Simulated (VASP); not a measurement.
# TeP (Pmma) in VASP: a series of runs

The runs below take TeP through single point, relaxation of cell and atoms, with PBE.

Program: VASP 6.6.1. These are calculated values, not measurements. Logs are shortened: lines on timing, memory, paths and dates and some standing lists are left out, and cuts for length are marked.

## (1) The cell of the first run

Symmetry: Pmma, No. 51, orthorhombic system. Conventional cell: a = 5.115 Å, b = 3.386 Å, c = 5.222 Å, α = 90.00°, β = 90.00°, γ = 90.00°. Te (site symmetry mm2) has 8 P at 3.11 to 3.13 Å and 6 Te at 3.22 to 4.14 Å within 4.2 Å. Within 4.2 Å of P (site symmetry mm2) lie 8 Te at 3.11 to 3.13 Å and 6 P at 3.22 to 4.14 Å.

The cell was built from a structure type or drawn by symmetry, and may not be a known phase.

## (2) Single point, PBE

Contents of INCAR:

```
SYSTEM = TeP
PREC     = Accurate       ! precision mode
ENCUT    = 500            ! plane-wave cutoff, eV
EDIFF    = 1E-6           ! SCF threshold, eV
ISMEAR   = 0              ! smearing method
SIGMA    = 0.1            ! smearing width, eV
LREAL    = .FALSE.        ! projectors in reciprocal space
LASPH    = .TRUE.         ! aspherical terms in the spheres
NELM     = 120            ! most SCF steps
ALGO     = Normal         ! electronic algorithm
ISIF     = 2              ! what is computed and relaxed
LWAVE    = .FALSE.        ! write WAVECAR
LCHARG   = .TRUE.         ! write CHGCAR
GGA      = PE             ! functional
LELF     = .TRUE.         ! ELF
LVHAR    = .TRUE.       
NBANDS   = 19             ! bands
GGA_COMPAT= .FALSE.
```

Contents of KPOINTS:

```
regular mesh
0
G
  4 6 4
  0 0 0
```

Contents of POSCAR:

```
TeP
1.0
    5.1146289300      0.0000000000      0.0000000000
    0.0000000000      3.3857780200      0.0000000000
    0.0000000000      0.0000000000      5.2218700300
Te P
2 2
Direct
    0.2500000000      0.5000000000      0.8119999600
    0.7500000000      0.5000000000      0.1880000400
    0.2500000000      0.0000000000      0.3119999900
    0.7500000000      0.0000000000      0.6880000100
```

Potentials or basis: VASP PAW PBE potentials, release 64 (Te, P).

Started as:

```console
cat potpaw_PBE.64/Te/POTCAR potpaw_PBE.64/P/POTCAR > POTCAR
mpirun -np 1 vasp_std > vasp.out
```

OUTCAR:

```text
SYSTEM = TeP
   PREC = Accurate
   ENCUT = 500
   EDIFF = 1E-6
   ISMEAR = 0
   LREAL = .FALSE.
   LASPH = .TRUE.
   NELM = 120
   ISIF = 2
   GGA = PE

 ion  position               nearest neighbor table
   1  0.250  0.500  0.812-   3 3.11   3 3.11   3 3.11   3 3.11   4 3.13   4 3.13   4 3.13   4 3.13
                             2 3.22   2 3.22
   2  0.750  0.500  0.188-   4 3.11   4 3.11   4 3.11   4 3.11   3 3.13   3 3.13   3 3.13   3 3.13
                             1 3.22   1 3.22
   3  0.250  0.000  0.312-   1 3.11   1 3.11   1 3.11   1 3.11   2 3.13   2 3.13   2 3.13   2 3.13

   4  0.750  0.000  0.688-   2 3.11   2 3.11   2 3.11   2 3.11   1 3.13   1 3.13   1 3.13   1 3.13

  LATTYP: Found a simple orthorhombic cell.
 ALAT       =     3.3857780200
 B/A-ratio  =     1.5106214583
 C/A-ratio  =     1.5422954485

  Lattice vectors:

 A1 = (   0.0000000000,  -3.3857780200,   0.0000000000)
 A2 = (   5.1146289300,   0.0000000000,   0.0000000000)
 A3 = (   0.0000000000,   0.0000000000,   5.2218700300)

Analysis of symmetry for initial positions (statically):
=====================================================================
 Subroutine PRICEL returns:
 Original cell was already a primitive cell.

 Routine SETGRP: Setting up the symmetry group for a
 simple orthorhombic supercell.

 Subroutine GETGRP returns: Found  8 space group operations
 (whereof  4 operations were pure point group operations)
 out of a pool of  8 trial point group operations.

The static configuration has the point symmetry C_2h.
 The point group associated with its full space group is D_2h.

Analysis of symmetry for dynamics (positions and initial velocities):
=====================================================================
 Subroutine PRICEL returns:
 Original cell was already a primitive cell.

 Routine SETGRP: Setting up the symmetry group for a
 simple orthorhombic supercell.

 Subroutine GETGRP returns: Found  8 space group operations
 (whereof  4 operations were pure point group operations)
 out of a pool of  8 trial point group operations.

The dynamic configuration has the point symmetry C_2h.
 The point group associated with its full space group is D_2h.

 Subroutine INISYM returns: Found  8 space group operations
 (whereof  4 operations are pure point group operations),
 and found     1 'primitive' translations

----------------------------------------------------------------------------------------

                                     Primitive cell

  volume of cell :      90.4271

  direct lattice vectors                    reciprocal lattice vectors
     5.114628930  0.000000000  0.000000000     0.195517605  0.000000000  0.000000000
     0.000000000  3.385778020  0.000000000     0.000000000  0.295353090  0.000000000
     0.000000000  0.000000000  5.221870030     0.000000000  0.000000000  0.191502277

  length of vectors
     5.114628930  3.385778020  5.221870030     0.195517605  0.295353090  0.191502277

  position of ions in fractional coordinates (direct lattice)
     0.250000000  0.500000000  0.811999960
     0.750000000  0.500000000  0.188000040
     0.250000000  0.000000000  0.311999990
     0.750000000  0.000000000  0.688000010

  ion indices of the primitive-cell ions
   primitive index   ion index
                 1           1
                 2           2
                 3           3
                 4           4

----------------------------------------------------------------------------------------

 KPOINTS: regular mesh

Automatic generation of k-mesh.
 Grid dimensions read from file:
 generate k-points for:    4    6    4

 Generating k-lattice:

  Cartesian coordinates                     Fractional coordinates (reciprocal lattice)
     0.048879401  0.000000000  0.000000000     0.250000000  0.000000000  0.000000000
     0.000000000  0.049225515  0.000000000     0.000000000  0.166666667  0.000000000
     0.000000000  0.000000000  0.047875569     0.000000000  0.000000000  0.250000000

  Length of vectors
     0.048879401  0.049225515  0.047875569

  Shift w.r.t. Gamma in fractional coordinates (k-lattice)
     0.000000000  0.000000000  0.000000000

 Subroutine IBZKPT returns following result:
 ===========================================

 Found     36 irreducible k-points:

 Following reciprocal coordinates:
            Coordinates               Weight
  0.000000  0.000000  0.000000      1.000000
  0.250000  0.000000  0.000000      2.000000
  0.500000  0.000000  0.000000      1.000000
  0.000000  0.166667  0.000000      2.000000
  0.250000  0.166667  0.000000      4.000000
  0.500000  0.166667  0.000000      2.000000
[... 16 lines left out ...]
  0.250000  0.500000  0.250000      4.000000
  0.500000  0.500000  0.250000      2.000000
 [... further k-points ...]
   k-points           NKPTS =     36   k-points in BZ     NKDIM =     36   number of bands    NBANDS=     19
   number of dos      NEDOS =    301   number of ions     NIONS =      4
   total plane-waves  NPLWV =  44800
   dimension x,y,z NGX =    40 NGY =   28 NGZ =   40
   dimension x,y,z NGXF=    80 NGYF=   56 NGZF=   80
   ions per type =               2   2
   NGX,Y,Z   is equivalent  to a cutoff of  13.00, 13.75, 12.73 a.u.
   NGXF,Y,Z  is equivalent  to a cutoff of  26.00, 27.50, 25.47 a.u.
 SYSTEM =  TeP
   PREC   = accura    normal or accurate (medium, high low for compatibility)
   ISTART =      0    job   : 0-new  1-cont  2-samecut
   ICHARG =      2    charge: 1-file 2-atom 10-const
   ISPIN  =      1    spin polarized calculation?
   LNONCOLLINEAR =      F non collinear calculations
   LSORBIT =      F    spin-orbit coupling
   LASPH  =      T    aspherical Exc in radial PAW
   ENCUT  =  500.0 eV  36.75 Ry    6.06 a.u.   9.33  6.17  9.52*2*pi/ulx,y,z
   NELM   =    120;   NELMIN=  2; NELMDL= -5     # of ELM steps
   EDIFF  = 0.1E-05   stopping-criterion for ELM
   LREAL  =      F    real-space projection
   EDIFFG = 0.1E-04   stopping-criterion for IOM
   NSW    =      0    number of steps for IOM
   IBRION =     -1    ionic relax: 0-MD 1-quasi-New 2-CG
   NFREE  =      0    steps in history (QN), initial steepest desc. (CG)
   ISIF   =      2    stress and relaxation
   ISYM   =      2    0-nonsym 1-usesym 2-fastsym
   POTIM  = 0.5000    time-step for ionic-motion
   TEBEG  =    0.0;   TEEND  =   0.0 temperature during run
   PSTRESS=    0.0 pullay stress
   NELECT =      22.0000    total number of electrons
   NUPDOWN=      -1.0000    fix difference up-down
   EMIN   =  10.00;   EMAX   =-10.00  energy-range for DOS
   EFERMI =   0.00;   METHOD = LEGACY
   ISMEAR =     0;   SIGMA  =   0.10  broadening in eV -4-tet -1-fermi 0-gaus
   EFERMI_NEDOS =   21; number of points for ismear=-14 and -15
   IALGO  =     38    algorithm
   IMIX   =      4    mixing-type and parameters
     AMIX     =   0.40;   BMIX     =  1.00
     AMIX_MAG =   1.60;   BMIX_MAG =  1.00
  volume/ion in A,a.u.               =      22.61       152.56
  Fermi-wavevector in a.u.,A,eV,Ry     =   1.021997  1.931294 14.210976  1.044477
  Thomas-Fermi vector in A             =   2.155652
   LORBIT       =      0    0 simple, 1 ext, 2 COOP (PROOUT), +10 PAW based schemes
   GGA     = PE    functional components
   LHFCALC =     F    Hartree Fock is set to
   AEXX    =    0.0000 exact exchange contribution
   IVDW    =     0    specifies the selected vdW correction
   LEPSILON=     F    determine dielectric tensor
   LRPA    =     F    only Hartree local field effects (RPA)
 non-spin polarized calculation
 Gauss-broadening in eV      SIGMA  =   0.10
  energy-cutoff  :      500.00
  volume of cell :       90.43
 maximum number of plane-waves:      2316
 NGX is ok and might be reduce to    40
   NGX = 19   NGY = 13   NGZ = 19

 number of electron      22.0000002 magnetization

 Free energy of the ion-electron system (eV)
  ---------------------------------------------------
  ext. energy  EPLUGINS =         0.00000000
  ---------------------------------------------------
  free energy    TOTEN  =       -13.94832997 eV

  energy without entropy =      -13.93299706  energy(sigma->0) =      -13.94066351

 E-fermi :   7.9849     XC(G=0): -10.3990

 val. band max:        7.9681513342   @ k =   0.2500   0.1667   0.5000
 cond. band min:       7.9957209006   @ k =   0.2500   0.5000   0.5000
 fundamental gap:      0.0275695664
 Fermi energy:         7.9848990035

 k-point     1 :       0.0000    0.0000    0.0000
  band No.  band energies     occupation
      1      -6.4712      2.00000
      2      -3.2011      2.00000
      3      -1.7504      2.00000
      4      -0.5319      2.00000
      5       1.5216      2.00000
      6       2.5493      2.00000
[... 11 lines left out ...]
     18      13.8462      0.00000
     19      14.9698      0.00000

 k-point     2 :       0.2500    0.0000    0.0000
  band No.  band energies     occupation
      1      -6.1475      2.00000
      2      -3.8835      2.00000
      3      -1.8952      2.00000
      4      -0.6882      2.00000
      5       2.0656      2.00000
      6       3.1621      2.00000
[... 11 lines left out ...]
     18      12.8712      0.00000
     19      15.3916      0.00000

 k-point     3 :       0.5000    0.0000    0.0000
  band No.  band energies     occupation
      1      -5.2108      2.00000
      2      -5.2108      2.00000
      3      -1.3389      2.00000
      4      -1.3389      2.00000
      5       2.3743      2.00000
      6       2.3743      2.00000
[... 11 lines left out ...]
     18      13.5681      0.00000
     19      15.2251      0.00000

 k-point     4 :       0.0000    0.1667    0.0000
  band No.  band energies     occupation
      1      -6.1460      2.00000
      2      -2.9329      2.00000
      3      -1.5312      2.00000
      4      -0.6763      2.00000
      5       1.8618      2.00000
      6       2.5816      2.00000
[... 407 lines left out ...]
     18      14.8357      0.00000
     19      15.2112      0.00000

 k-point    23 :       0.2500    0.5000    0.2500
  band No.  band energies     occupation
      1      -3.7684      2.00000
      2      -2.3879      2.00000
      3      -2.3467      2.00000
      4      -1.0934      2.00000
      5       2.2336      2.00000
      6       2.4001      2.00000
[... 11 lines left out ...]
     18      15.2598      0.00000
     19      15.4509      0.00000

 k-point    24 :       0.5000    0.5000    0.2500
  band No.  band energies     occupation
      1      -3.0806      2.00000
      2      -3.0806      2.00000
      3      -1.7155      2.00000
      4      -1.7155      2.00000
      5       2.3897      2.00000
      6       2.3897      2.00000
[... 11 lines left out ...]
     18      14.6890      0.00000
     19      15.1672      0.00000

 [... further k-points ...]

------------------------ aborting loop because EDIFF is reached ----------------------------------------

  FORCE on cell =-STRESS in cart. coord.  units (eV):
  Direction    XX          YY          ZZ          XY          YZ          ZX
  --------------------------------------------------------------------------------------
  -------------------------------------------------------------------------------------
  Total       -3.1769774     -0.2707729     -2.7882151      0.0000000      0.0000000      0.0000000
  in kB      -56.2893248     -4.7975233    -49.4012790      0.0000000      0.0000000      0.0000000
  external PRESSURE =     -36.8293757 kB  Pullay stress =       0.0000000 kB

 VOLUME and BASIS-vectors are now :
 -----------------------------------------------------------------------------
  energy-cutoff  :      500.00
  volume of cell :       90.43
      direct lattice vectors                 reciprocal lattice vectors
     5.114628930  0.000000000  0.000000000     0.195517605  0.000000000  0.000000000
     0.000000000  3.385778020  0.000000000     0.000000000  0.295353090  0.000000000
     0.000000000  0.000000000  5.221870030     0.000000000  0.000000000  0.191502277

 POSITION                                       TOTAL-FORCE (eV/Angst)
 -----------------------------------------------------------------------------------
      1.27866      1.69289      4.24016         0.000000      0.000000     -0.641346
      3.83597      1.69289      0.98171        -0.000000     -0.000000      0.641346
      1.27866      0.00000      1.62922        -0.000000     -0.000000      0.058623
      3.83597      0.00000      3.59265         0.000000     -0.000000     -0.058623
 -----------------------------------------------------------------------------------
    total drift:                                0.000000      0.000000      0.000000

  FREE ENERGIE OF THE ION-ELECTRON SYSTEM (eV)
  ---------------------------------------------------
  free  energy   TOTEN  =       -13.9483299662 eV

  energy  without entropy=      -13.9329970556  energy(sigma->0) =      -13.94066351
```

Wall time 57 s (1 thread of AMD EPYC 9R14 (Zen 4), shared host); peak memory 0.19 GiB.

What came out:

* Free energy: -13.9483 eV
* Pressure: -3.7 GPa
* Largest force: 0.641 eV/Å
* Band gap on the k mesh: zero (bands 11 and 12 overlap by 3.38 eV)

Forces on the atoms (eV/Å):
```
Te   0.000  0.000 -0.641
Te   0.000  0.000  0.641
P    0.000  0.000  0.059
P    0.000  0.000 -0.059
```

Caveat: the cell stands under tension; spin-orbit coupling is left out, which moves the levels of the heavy elements.

## (3) Relaxation of cell and atoms, PBE

Contents of INCAR:

```
SYSTEM = TeP
PREC     = Accurate       ! precision mode
ENCUT    = 500            ! plane-wave cutoff, eV
EDIFF    = 1E-7           ! SCF threshold, eV
ISMEAR   = 0              ! smearing method
SIGMA    = 0.1            ! smearing width, eV
LREAL    = .False.        ! projectors in reciprocal space
LASPH    = .True.         ! aspherical terms in the spheres
NELM     = 120            ! most SCF steps
ALGO     = Normal         ! electronic algorithm
ISIF     = 3              ! what is computed and relaxed
LWAVE    = .False.        ! write WAVECAR
LCHARG   = .False.        ! write CHGCAR
GGA      = PE             ! functional
IBRION   = 2              ! ionic algorithm
NSW      = 90             ! ionic steps
EDIFFG   = -0.04          ! ionic threshold
GGA_COMPAT= .False.      
NELMIN   = 4
```

Contents of KPOINTS:

```
regular mesh
0
Gamma
  4 6 4
  0 0 0
```

POSCAR is that of step 2.

Potentials or basis: VASP PAW PBE potentials, release 64 (Te, P).

Started as:

```console
cat potpaw_PBE.64/Te/POTCAR potpaw_PBE.64/P/POTCAR > POTCAR
mpirun -np 1 vasp_std > vasp.out
```

Wall time 29 min (1 thread of AMD EPYC 9R14 (Zen 4), shared host); peak memory 0.21 GiB.

It converged, with:

```yaml
Free_energy: -15.1226 eV
Relaxed_volume: 23.39 Å³/atom
Relaxed_cell: a = 4.338 Å, b = 3.475 Å, c = 6.206 Å, α = 90.00°, β = 90.00°, γ = 90.00°
Space_group_after_relaxing_to_0.1_Å: Pmma (No. 51)
Energy_gained_by_relaxing: 293.6 meV/atom
Ionic_steps: 61
Pressure_after_relaxing: 0.1 GPa
Band_gap_on_the_k_mesh: zero (bands 11 and 12 overlap by 2.67 eV)
```

Stress tensor (GPa, compression positive):
```
 0.09  0.00  0.00
 0.00  0.15  0.00
 0.00  0.00 -0.05
```

Step by step:
```csv
step,energy change (eV),largest force (eV/Å),pressure (GPa),volume (Å³)
1,0.0000,0.6398,-3.68,90.43
3,-0.1362,0.8148,1.70,83.57
5,-0.3809,0.3523,2.59,83.75
7,-0.4334,0.3794,-1.17,88.41
9,-0.4967,0.0825,-0.80,89.48
11,-0.4976,0.1168,1.00,87.37
13,-0.5051,0.0534,0.21,88.11
15,-0.5116,0.1625,-0.10,88.20
17,-0.5144,0.1939,-0.08,88.37
19,-0.5184,0.1942,0.08,88.52
21,-0.5320,0.3375,1.58,88.90
23,-0.5354,0.3745,1.63,89.18
25,-0.5452,0.5518,1.86,90.43
27,-0.5801,0.4370,0.65,92.50
29,-0.6503,0.5384,-3.05,102.06
31,-0.7077,0.5456,-3.32,104.29
33,-0.9071,0.4999,-4.28,113.63
35,-1.0226,0.4118,-2.14,110.71
37,-1.0733,0.0606,-0.39,106.57
39,-1.0777,0.1074,-0.13,105.85
41,-1.0836,0.1138,-0.03,105.02
43,-1.0858,0.0757,-1.69,104.96
45,-1.0914,0.0329,-0.97,104.86
47,-1.1019,0.0313,-1.06,103.53
49,-1.1304,0.1880,-1.12,98.18
51,-1.1294,0.2484,-0.80,97.34
53,-1.1523,0.2314,0.69,92.63
55,-1.1621,0.1747,0.12,92.49
57,-1.1727,0.0900,-0.08,93.34
59,-1.1739,0.0410,-0.15,93.74
61,-1.1743,0.0018,0.06,93.55
```

Final structure:
```
CELL_PARAMETERS angstrom
4.33839 0.00000 0.00000
0.00000 3.47467 0.00000
0.00000 0.00000 6.20597
ATOMIC_POSITIONS crystal
Te 0.25000 0.50000 0.78224
Te 0.75000 0.50000 0.21776
P 0.25000 0.00000 0.41247
P 0.75000 0.00000 0.58753
```

Levels at points of the mesh, in eV from the Fermi level:
```tsv
k point	band 8	band 9	band 10	band 11	band 12	band 13	band 14	band 15
(0.00, 0.00, 0.00)	-2.34	-2.14	-0.71	-0.16	0.60	2.32	2.66	3.21
(0.50, 0.00, 0.00)	-1.16	0.37	0.37	0.72	0.72	1.85	1.85	3.19
(0.00, 0.50, 0.00)	-3.49	-2.22	-1.57	-0.48	-0.11	0.29	1.26	1.87
(0.50, 0.50, 0.00)	-4.86	-2.96	-2.96	-1.43	-1.43	3.21	3.21	3.94
(0.00, 0.00, 0.50)	-2.76	-1.94	-0.08	0.09	1.00	1.50	2.33	3.51
(0.50, 0.00, 0.50)	-2.11	-1.08	-1.08	1.23	1.23	1.58	1.58	3.51
(0.00, 0.50, 0.50)	-2.51	-2.05	-1.44	-1.35	-1.07	-0.71	1.21	1.64
(0.50, 0.50, 0.50)	-5.35	-0.45	-0.45	-0.37	-0.37	1.33	1.33	3.04
```

Caveat: a cell axis changed by over 15 % at a fixed basis, so the end point is rough; spin-orbit coupling is left out, which moves the levels of the heavy elements.
